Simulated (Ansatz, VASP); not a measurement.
Two plane-wave programs on Se

INCAR

```
SYSTEM = Se
  ALGO = Normal
  EDIFF = 1E-6
  ENCUT = 520
  GGA = PS
  ISIF = 2
  ISMEAR = -1
  LASPH = .True.
  LCHARG = .True.
  LELF = .True.
  LREAL = .False.
  LVHAR = .True.
  LWAVE = .False.
  NBANDS = 16
  NELM = 60
  PREC = Accurate
  SIGMA = 0.1
```

File KPOINTS:

```
k-points
0
Gamma
  9 9 11
  0 0 0
```

Contents of POSCAR:

```
Se
1.0
    4.8562733436      0.0000000000      0.0000000000
   -2.4281366718      4.2056560833      0.0000000000
    0.0000000000      0.0000000000      3.2538767803
Se
3
Direct
    0.0000000000      0.0000000000      0.0000000000
    0.3333333333      0.6666666667      0.5000000000
    0.6666666667      0.3333333333      0.5000000000
```

Input for Ansatz:

```yaml
crystal:
  lattice:
    - [4.8562733436, 0.0, 0.0]
    - [-2.4281366718, 4.2056560833, 0.0]
    - [0.0, 0.0, 3.2538767803]
  atoms:
    - { symbol: Se, position: [0.0, 0.0, 0.0] }
    - { symbol: Se, position: [0.3333333333, 0.6666666667, 0.5] }
    - { symbol: Se, position: [0.6666666667, 0.3333333333, 0.5] }
hamiltonian:
  xc: pbesol
  pseudopotentials:
    kind: paw
    azcp:
      Se: "pseudopotentials/Se.paw.azcp"
basis:
  ecutwfc: 420
  fft_grid_basis: typed
kpoints:
  mp_grid: { grid: [9, 9, 11], shift: [0, 0, 0] }
magnetization:
  spin_polarized: false
scf:
  occupations: { method: fermi_dirac, width: 0.1 }
  lower_state_search: "off"
output:
  stress: true
  write_density: true
  write_potential: true
  elf: true
  volumetric_format: npy
```

Alike in both runs: task single point; functional PBEsol; k mesh 9 × 9 × 11; occupations fermi-dirac, width 0.1 eV; no spin polarisation.

|  | VASP | Ansatz |
| --- | --- | --- |
| version | VASP 6.6.1 | Ansatz 0.2.0 |
| potentials or method | VASP PAW PBE potentials, release 64 (Se), cutoff 520 eV | plane waves (420 eV) with PAW, scalar-relativistic |
| valence electrons in the cell | 18 | 48 |

|  | VASP | Ansatz | Ansatz less VASP |
| --- | --- | --- | --- |
| pressure (GPa) | -7.1 | -7.1 | -0.04 |
| traceless stress, the component that is largest in VASP (GPa) | 2.03 | 2.03 | +0.002 |

VASP's potentials were made for PBE, not for PBEsol, and Ansatz warns of the same on its side. VASP's potentials hold 18 valence electrons a cell and Ansatz's 48, so a difference there can come from the potentials and not from the codes.
